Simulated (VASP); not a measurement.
Input of a VASP 6.6.1 run:

INCAR

```
PREC = Accurate
ENCUT = 520
EDIFF = 1E-6
ISMEAR = 0
SIGMA = 0.15
LREAL = F
LASPH = T
NELM = 100
ALGO = Normal
ISIF = 2
LWAVE = F
LCHARG = F
GGA = PE
NBANDS = 18
```

KPOINTS

```
regular mesh
0
Gamma
  16 16 16
```

POSCAR

```
BiTe
1.0
    0.0000000000      3.0684770500      3.2511941619
    3.4339112738      0.0000000000      3.2511941619
    3.4339112738      3.0684770500      0.0000000000
Bi Te
1 1
Direct
    0.0000000000      0.0000000000      0.0000000000
    0.5000000000      0.5000000000      0.5000000000
```

Potentials or basis: VASP PAW PBE potentials, release 64 (Bi_d, Te).

Launch:

```sh
$ cat potpaw_PBE.64/Bi_d/POTCAR potpaw_PBE.64/Te/POTCAR > POTCAR
$ mpirun -np 1 vasp_std > vasp.out
```

Task: Predict the pressure.

Result: 1.0 GPa.

Task: Estimate the band gap on the k mesh.

Result: Zero (an odd number of electrons rules out a gap without spin polarisation).

Stress tensor (GPa, compression positive):
```
-3.13  0.00  0.00
 0.00  5.98  0.00
 0.00  0.00  0.17
```

Caveat: the cell differs from its parent crystal (strain +0.0562 x Voigt [1, -1, 0, 0, 0, 0]); the stress differs along the axes, from -3 to 6 GPa; spin-orbit coupling is left out, which moves the levels of the heavy elements.
